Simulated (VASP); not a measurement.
Here is a VASP 6.6.1 calculation.

File INCAR:

```
  ALGO = Fast
  EDIFF = 1E-6
  ENCUT = 520
  GGA = PE
  ISIF = 2
  ISMEAR = 0
  LASPH = True
  LCHARG = True
  LELF = True
  LREAL = False
  LVHAR = True
  LWAVE = False
  NBANDS = 28
  NELM = 80
  PREC = Accurate
  SIGMA = 0.1
```

The input KPOINTS:

```
k-points
0
Gamma
  14 14 14
```

Contents of POSCAR:

```
CuRh2
1.0
    0.0000000000      2.8459680797      2.8459680797
    2.8459680797      0.0000000000      2.8459680797
    2.8459680797      2.8459680797      0.0000000000
Cu Rh
1 2
Direct
    0.0000000000      0.0000000000      0.0000000000
    0.2500000000      0.2500000000      0.2500000000
    0.7500000000      0.7500000000      0.7500000000
```

Potentials or basis: VASP PAW PBE potentials, release 64 (Cu, Rh_pv).

Launch:

```bash
$ cat potpaw_PBE.64/Cu/POTCAR potpaw_PBE.64/Rh_pv/POTCAR > POTCAR
$ mpirun -np 1 vasp_std > vasp.out
```

(1) What does it give for the pressure?

Results:

(1) 0.1 GPa.
